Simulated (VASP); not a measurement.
Wanted: the native input for a VASP 6.6.1 run.

```yaml
Task: single point
Functional: PBE
Potentials_or_basis: VASP PAW PBE potentials, release 64 (Zr_sv, F)
Cutoff: 520 eV
k_mesh: 6 × 6 × 4
Occupations: gaussian, width 0.1 eV
Spin: no spin polarisation
Dipole_correction: no
Further_INCAR_settings: ALGO = Normal; EDIFF = 1e-06; NBANDS = 27
```

The structure of ZrF lies in POSCAR:

```
ZrF
1.0
    3.1309127589      0.0000000000      0.0000000000
   -1.5654563794      2.7114499862      0.0000000000
    0.0000000000      0.0000000000      7.6721734360
Zr F
2 2
Direct
    0.3333333333      0.6666666667      0.0436622209
    0.6666666667      0.3333333333      0.5436622209
    0.3333333333      0.6666666667      0.3384377791
    0.6666666667      0.3333333333      0.8384377791
```

These files were run (other wordings do the same):

INCAR

```
SYSTEM = ZrF
  PREC = Accurate
  ENCUT = 520
  EDIFF = 1E-6
  ISMEAR = 0
  SIGMA = 0.1
  LREAL = .FALSE.
  LASPH = .TRUE.
  NELM = 80
  ALGO = Normal
  ISIF = 2
  LWAVE = .FALSE.
  LCHARG = .FALSE.
  GGA = PE
  NBANDS = 27
```

KPOINTS

```
Automatic mesh
0
G
  6 6 4
  0 0 0
```

Potentials or basis: VASP PAW PBE potentials, release 64 (Zr_sv, F).

Command:

```sh
$ cat potpaw_PBE.64/Zr_sv/POTCAR potpaw_PBE.64/F/POTCAR > POTCAR
$ mpirun -np 1 vasp_std > vasp.out
```

Results of the run:

```
Pressure               : -0.1 GPa
Largest force          : 0.012 eV/Å
Band gap on the k mesh : zero (band 19 reaches 9.03 eV, above the bottom of band 20 at 7.67 eV)
```

Caveat: the k points lie up to 0.39 Å⁻¹ apart.

It took 34 s on 1 thread of Intel(R) Xeon(R) Platinum 8259CL CPU @ 2.50GHz (Skylake/Cascade Lake), on a shared host, peak memory 0.18 GiB.
